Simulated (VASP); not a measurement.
Crystal: CaPd5.

```
Ca Pd
1.0
     5.14700    0.00000    0.00000
    -2.57350    4.45743    0.00000
     0.00000    0.00000    4.22400
Ca Pd
1 5
Direct
  0.00000 0.00000 0.00000
  0.50000 0.00000 0.50000
  0.50000 0.50000 0.50000
  0.00000 0.50000 0.50000
  0.33333 0.66667 0.00000
  0.66667 0.33333 0.00000
```

```yaml
Program: VASP 6.6.1
Task: relaxation of cell and atoms
Functional: LDA
Potentials_or_basis: VASP PAW LDA potentials, release 64 (Ca_sv, Pd)
Cutoff: 600 eV
k_mesh: 5 × 5 × 5
Occupations: fermi-dirac, width 0.1 eV
Spin: no spin polarisation
```

At the start: pressure 9.4 GPa; volume 16.15 Å³/atom.

Problem. Where does the relaxation end?

Solution. Over 11 steps the energy falls by 26.6 meV/atom and the volume is 17.00 Å³/atom (+5.2 %); space group P6/mmm (No. 191, to 0.1 Å) before and after.

Step by step:
| step | energy change (eV) | largest force (eV/Å) | pressure (GPa) | volume (Å³) |
| --- | --- | --- | --- | --- |
| 1 | 0.0000 | 0.0000 | 9.37 | 96.91 |
| 2 | 0.1455 | 0.0000 | -10.19 | 110.76 |
| 3 | -0.1564 | 0.0000 | -0.37 | 102.35 |
| 4 | -0.1564 | 0.0000 | -0.19 | 102.24 |
| 5 | -0.1564 | 0.0000 | -0.03 | 102.13 |
| 6 | -0.1593 | 0.0000 | 0.09 | 101.96 |
| 7 | -0.1596 | 0.0000 | 0.16 | 101.89 |
| 8 | -0.1596 | 0.0000 | 0.17 | 101.89 |
| 9 | -0.1596 | 0.0000 | 0.18 | 101.88 |
| 10 | -0.1596 | 0.0000 | -0.21 | 102.14 |
| 11 | -0.1597 | 0.0000 | 0.00 | 101.99 |

Final structure:
```
Ca Pd
1.0
     5.20123    0.00000    0.00000
    -2.60062    4.50440    0.00000
     0.00000    0.00000    4.35346
Ca Pd
1 5
Direct
  0.00000 0.00000 0.00000
  0.50000 0.00000 0.50000
  0.50000 0.50000 0.50000
  0.00000 0.50000 0.50000
  0.33333 0.66667 0.00000
  0.66667 0.33333 0.00000
```
